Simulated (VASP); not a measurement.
Input of a VASP 6.6.1 run:

File INCAR:

```
SYSTEM = Li
PREC = Accurate
ENCUT = 600
EDIFF = 1E-6
ISMEAR = -1
SIGMA = 0.1
LREAL = .FALSE.
LASPH = .TRUE.
NELM = 60
ALGO = Normal
ISIF = 3
LWAVE = .FALSE.
LCHARG = .FALSE.
GGA = PS
IBRION = 2
NSW = 60
EDIFFG = -0.005
PSTRESS = 520.0
```

KPOINTS

```
Automatic mesh
0
G
  15 15 15
  0 0 0
```

Contents of POSCAR:

```
Li
1.0
    0.0000000000      2.0567245840      2.0567245840
    2.0567245840      0.0000000000      2.0567245840
    2.0567245840      2.0567245840      0.0000000000
Li
2
Direct
   -0.1250000000     -0.1250000000     -0.1250000000
    0.1250000000      0.1250000000      0.1250000000
```

Potentials or basis: VASP PAW PBE potentials, release 64 (Li_sv).

Run with:

```console
$ cat potpaw_PBE.64/Li_sv/POTCAR > POTCAR
$ mpirun -np 1 vasp_std > vasp.out
```

Q: What does it give for the space group after relaxing (to 0.05 Å)?

A: Fd-3m (No. 227).

Q: What does it give for the relaxed volume?

A: 7.46 Å³/atom.

Q: What does it give for the relaxed cell?

A: a = 2.763 Å, b = 2.763 Å, c = 2.763 Å, α = 60.00°, β = 60.00°, γ = 60.00°.

Step by step:
```csv
step,energy change (eV),largest force (eV/Å),pressure (GPa),volume (Å³)
1,0.0000,0.0000,35.19,17.40
2,0.5746,0.0000,49.61,15.20
3,0.6586,0.0000,51.86,14.94
4,0.6738,0.0000,52.27,14.89
5,0.6648,0.0000,52.00,14.92
```

Caveat: the cutoff is under 1.25 times the usual one of these potentials, so pressure, stress and relaxed cells hold a basis-set (Pulay) error; the cell is relaxed towards a set pressure, so the enthalpy falls and the energy may rise; the PAW data sets were made with another functional, which shifts forces and pressure a little.
